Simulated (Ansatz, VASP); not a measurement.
## One calculation of SiGe, two programs

```
Si Ge
1.0
     3.86159    0.00000    0.00000
    -1.93080    3.34424    0.00000
     0.00000    0.00000    6.37835
Si Ge
2 2
Direct
  0.33333 0.66667 0.00002
  0.66667 0.33333 0.50002
  0.33333 0.66667 0.37398
  0.66667 0.33333 0.87398
```

Change from the starting cell: strained cell.

Alike in both runs: functional PBEsol; k mesh 9 × 9 × 6; occupations gaussian, width 0.02 eV; no spin polarisation.

Ansatz relaxed the structure, and its values are those at the end. VASP's run is a single point on that final structure, the one shown.

|  | VASP | Ansatz |
| --- | --- | --- |
| version | VASP 6.6.1 | Ansatz 0.2.0 |
| potentials or method | VASP PAW PBE potentials, release 64 (Si, Ge_d), cutoff 500 eV | scalar-relativistic, plane waves, PAW |
| valence electrons in the cell | 36 | 36 |

|  | VASP | Ansatz | Ansatz less VASP |
| --- | --- | --- | --- |
| gap on the k mesh at the Fermi level (eV) | 0.33 | 0.33 | 0.000 |
| least direct gap on the mesh (eV) | 0.49 | 0.49 | -0.005 |
| pressure (GPa) | 2.6 | 2.6 | +0.05 |

VASP's potentials were made for PBE, not for PBEsol, and Ansatz warns of the same on its side. With one functional, cell and mesh, what is left measures potentials, basis and numerics. Ansatz's warnings: stress scf threshold loose.
